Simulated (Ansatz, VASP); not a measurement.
TiAsS3: VASP beside Ansatz

INCAR

```
PREC     = Accurate       # precision mode
ENCUT    = 600            # plane-wave cutoff, eV
EDIFF    = 1E-6           # SCF threshold, eV
ISMEAR   = 0              # smearing method
SIGMA    = 0.1            # smearing width, eV
LREAL    = F              # projectors in reciprocal space
LASPH    = T              # aspherical terms in the spheres
NELM     = 60             # most SCF steps
ALGO     = Normal         # electronic algorithm
ISIF     = 3              # what is computed and relaxed
LWAVE    = F              # write WAVECAR
LCHARG   = F              # write CHGCAR
GGA      = PE             # functional
IBRION   = 2              # ionic algorithm
NSW      = 100            # ionic steps
EDIFFG   = -0.01          # ionic threshold
```

File KPOINTS:

```
regular mesh
0
Gamma
  8 8 8
```

POSCAR

```
TiAsS3
1.0
    4.6724586828      0.0000000000      0.0000000000
    0.0000000000      4.6724586828      0.0000000000
    0.0000000000      0.0000000000      4.6724586828
Ti As S
1 1 3
Direct
    0.5000000000      0.5000000000      0.5000000000
    0.0000000000      0.0000000000      0.0000000000
    0.0000000000      0.5000000000      0.5000000000
    0.5000000000      0.0000000000      0.5000000000
    0.5000000000      0.5000000000      0.0000000000
```

Input for Ansatz:

```yaml
crystal:
  lattice:
    - [4.6724586828, 0.0, 0.0]
    - [0.0, 4.6724586828, 0.0]
    - [0.0, 0.0, 4.6724586828]
  atoms:
    - { symbol: Ti, position: [0.5, 0.5, 0.5] }
    - { symbol: As, position: [0.0, 0.0, 0.0] }
    - { symbol: S, position: [0.0, 0.5, 0.5] }
    - { symbol: S, position: [0.5, 0.0, 0.5] }
    - { symbol: S, position: [0.5, 0.5, 0.0] }
basis:
  ecutwfc: 420
kpoints:
  mp_grid: { grid: [8, 8, 8] }
hamiltonian:
  xc: pbe
scf:
  occupations: { method: gaussian, width: 0.1 }
output:
  forces: true
  stress: true
  eigenvalues: true
relax:
  adjacent_minimum: "off"
  f_tol: 0.01
  max_steps: 80
  cell: { stress_tol: 0.05 }
```

Alike in both runs: task relaxation of cell and atoms; functional PBE; k mesh 8 × 8 × 8; occupations gaussian, width 0.1 eV; no spin polarisation.

|  | VASP | Ansatz |
| --- | --- | --- |
| version | VASP 6.6.1 | Ansatz 0.2.0 |
| potentials or method | VASP PAW PBE potentials, release 64 (Ti_sv, As, S), cutoff 600 eV | scalar-relativistic, plane waves, PAW |
| valence electrons in the cell | 35 | 45 |

|  | VASP | Ansatz | Ansatz less VASP |
| --- | --- | --- | --- |
| gap on the k mesh at the Fermi level, each at its own relaxed structure (eV) | none | none | - |
| relaxed volume (Å³/atom) | 20.53 | 20.54 | +0.008 |
| relaxed cell length with the largest relative difference (Å) | 4.683 | 4.683 | +0.0006 |

A gap of «none» marks a metal or a gap that the smearing closes. VASP's potentials hold 35 valence electrons a cell and Ansatz's 45, so a difference there can come from the potentials and not from the codes.
